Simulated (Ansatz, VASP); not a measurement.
**One calculation of MgC, two programs**

```
CELL_PARAMETERS angstrom
1.83367 -4.15361 0.00000
1.83367 4.15361 0.00000
0.00000 0.00000 2.72604
ATOMIC_POSITIONS crystal
Mg 0.85446 0.14554 0.25000
Mg 0.14554 0.85446 0.75000
C 0.55444 0.44556 0.25000
C 0.44556 0.55444 0.75000
```

Alike in both runs: functional PBE; k mesh 6 × 6 × 6; occupations gaussian, width 0.1 eV; no spin polarisation.

Ansatz relaxed the structure, and its values are those at the end. VASP's run is a single point on that final structure, the one shown.

|  | VASP | Ansatz |
| --- | --- | --- |
| version | VASP 6.6.1 | Ansatz 0.2.0 |
| potentials or method | VASP PAW PBE potentials, release 64 (Mg, C), cutoff 520 eV | scalar-relativistic, plane waves, PAW |
| valence electrons in the cell | 12 | 28 |

```csv
,VASP,Ansatz,Ansatz less VASP
gap on the k mesh at the Fermi level (eV),none,none,-
pressure (GPa),-0.3,-0.1,+0.20
rms of the force components (eV/Å),0.009,0.002,-0.0066
```

A gap of «none» marks a metal or a gap that the smearing closes. VASP's potentials hold 12 valence electrons a cell and Ansatz's 28, so a difference there can come from the potentials and not from the codes.

The k mesh is coarse, so the values compare programs but aren't converged.
